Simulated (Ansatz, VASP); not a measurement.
Ba2SeO: VASP beside Ansatz

File INCAR:

```
SYSTEM = Ba2SeO
ALGO     = Normal         ! electronic algorithm
EDIFF    = 1E-6           ! SCF threshold, eV
ENCUT    = 520            ! plane-wave cutoff, eV
GGA      = PE             ! functional
ISIF     = 2              ! what is computed and relaxed
ISMEAR   = 0              ! smearing method
LASPH    = .TRUE.         ! aspherical terms in the spheres
LCHARG   = .FALSE.        ! write CHGCAR
LREAL    = .FALSE.        ! projectors in reciprocal space
LWAVE    = .FALSE.        ! write WAVECAR
NBANDS   = 24             ! bands
NELM     = 60             ! most SCF steps
PREC     = Accurate       ! precision mode
SIGMA    = 0.01           ! smearing width, eV
```

KPOINTS

```
k-points
0
G
  6 6 4
  0 0 0
```

POSCAR

```
Ba2SeO
1.0
    4.3232273614      0.0000000000      0.0000000000
    0.0000000000      4.3232273614      0.0000000000
    0.0000000000      0.0000000000      6.1254261515
O Ba Se
1 2 1
Direct
    0.0000000000      0.0000000000      0.0000000000
    0.0000000000      0.0000000000      0.5000000000
    0.5000000000      0.5000000000      0.0000000000
    0.5000000000      0.5000000000      0.5000000000
```

Input for Ansatz:

```yaml
crystal:
  lattice:
    - [4.3232273614, 0.0, 0.0]
    - [0.0, 4.3232273614, 0.0]
    - [0.0, 0.0, 6.1254261515]
  atoms:
    - { symbol: O, position: [0.0, 0.0, 0.0] }
    - { symbol: Ba, position: [0.0, 0.0, 0.5] }
    - { symbol: Se, position: [0.5, 0.5, 0.5] }
    - { symbol: Ba, position: [0.5, 0.5, 0.0] }
kpoints:
  mp_grid: { grid: [6, 6, 4] }
hamiltonian:
  xc: pbe
scf:
  occupations: { method: fixed }
  n_extra_bands: 5
output:
  forces: true
  stress: true
  eigenvalues: true
```

Alike in both runs: task single point; functional PBE; k mesh 6 × 6 × 4; no spin polarisation.

```csv
,VASP,Ansatz
version,VASP 6.6.1,Ansatz 0.2.0
potentials or method,"VASP PAW PBE potentials, release 64 (O, Ba_sv, Se)","plane waves, PAW"
plane-wave cutoff (eV),520,420
occupations,"gaussian, width 0.01 eV",fixed
valence electrons in the cell,32,42
```

|  | VASP | Ansatz | Ansatz less VASP |
| --- | --- | --- | --- |
| gap on the k mesh at the Fermi level (eV) | 1.37 | 1.44 | +0.074 |
| pressure (GPa) | 4.0 | 3.1 | -0.86 |

VASP's potentials hold 32 valence electrons a cell and Ansatz's 42, so a difference there can come from the potentials and not from the codes.

Neither program's run includes spin-orbit coupling.
